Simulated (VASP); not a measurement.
Set up this calculation in VASP 6.6.1, as the native input.

| Property | Result |
| --- | --- |
| Task | single point |
| Functional | r2SCAN |
| Potentials or basis | VASP PAW PBE potentials, release 64 (Ti_sv) |
| Cutoff | 520 eV |
| k mesh | 18 × 18 × 10 |
| Occupations | gaussian, width 0.1 eV |
| Spin | no spin polarisation |
| Dipole correction | no |
| Further INCAR settings | ALGO = Normal; EDIFF = 1e-07; NBANDS = 19 |

Ti:

```xyz
2
Lattice="2.9928 0.0000 0.0000 -1.4964 2.5918 0.0000 0.0000 0.0000 4.7290" Properties=species:S:1:pos:R:3 pbc="T T T"
Ti    0.0000    1.7279    1.1823
Ti    1.4964    0.8639    3.5468
```

This cell differs from its parent crystal: volume scaled by 1.06, then relaxed in part.

These files were run (other wordings do the same):

POSCAR

```
Ti
1.0
    2.9927535544      0.0000000000      0.0000000000
   -1.4963767772      2.5918006054      0.0000000000
    0.0000000000      0.0000000000      4.7290139530
Ti
2
Direct
    0.3333333333      0.6666666667      0.2500000000
    0.6666666667      0.3333333333      0.7500000000
```

INCAR.step1

```
ALGO = Normal
EDIFF = 1E-4
ENCUT = 520
GGA = PE
ISMEAR = 0
LASPH = True
LCHARG = False
LREAL = False
LWAVE = True
NBANDS = 19
NELM = 80
PREC = Accurate
SIGMA = 0.1
```

INCAR.step2

```
ALGO = Normal
EDIFF = 1E-7
ENCUT = 520
ISIF = 2
ISMEAR = 0
ISTART = 1
LASPH = True
LCHARG = False
LMIXTAU = True
LREAL = False
LWAVE = False
METAGGA = R2SCAN
NBANDS = 19
NELM = 80
PREC = Accurate
SIGMA = 0.1
```

KPOINTS

```
k-points
0
Gamma
  18 18 10
```

Potentials or basis: VASP PAW PBE potentials, release 64 (Ti_sv).

The run is started by

```console
$ cat potpaw_PBE.64/Ti_sv/POTCAR > POTCAR
$ cp INCAR.step1 INCAR
$ mpirun -np 1 vasp_std > vasp.out
$ cp INCAR.step2 INCAR
$ mpirun -np 1 vasp_std > vasp.out
```

Results of the run:

* Pressure: -5.8 GPa
* Band gap on the k mesh: zero (band 12 reaches 8.66 eV, above the bottom of band 13 at 7.46 eV)

Caveat: the PAW data sets were made with another functional, which shifts forces and pressure a little.

Wall time 11 min on 1 thread of AMD EPYC 7R43 64-Core Processor (Zen 3) (shared host), peak memory 0.22 GiB.
